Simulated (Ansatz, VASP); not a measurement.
**Mo in VASP and in Ansatz**

```
Mo
1.0
     2.50644    0.00000    0.00000
    -1.25322    2.17064    0.00000
     0.00000    0.00000    3.04357
Mo
1
Cartesian
  0.0000 0.0000 1.5218
```

Alike in both runs: task single point; functional PBEsol; k mesh 24 × 24 × 20; occupations gaussian, width 0.15 eV; no spin polarisation.

|  | VASP | Ansatz |
| --- | --- | --- |
| version | VASP 6.6.1 | Ansatz 0.2.0 |
| potentials or method | VASP PAW PBE potentials, release 64 (Mo_sv), cutoff 520 eV | scalar-relativistic, plane waves, PAW |
| valence electrons in the cell | 14 | 14 |

VASP gave:

```
gap on the k mesh at the Fermi level (eV)                     : none
pressure (GPa)                                                : 17.1
traceless stress, the component that is largest in VASP (GPa) : -41.17
```

Task: What did Ansatz give for the same quantities?

Result: gap on the k mesh at the Fermi level (eV): none; pressure (GPa): 16.4; traceless stress, the component that is largest in VASP (GPa): -40.65.

VASP's potentials were made for PBE, not for PBEsol. A gap of «none» marks a metal or a gap that the smearing closes.
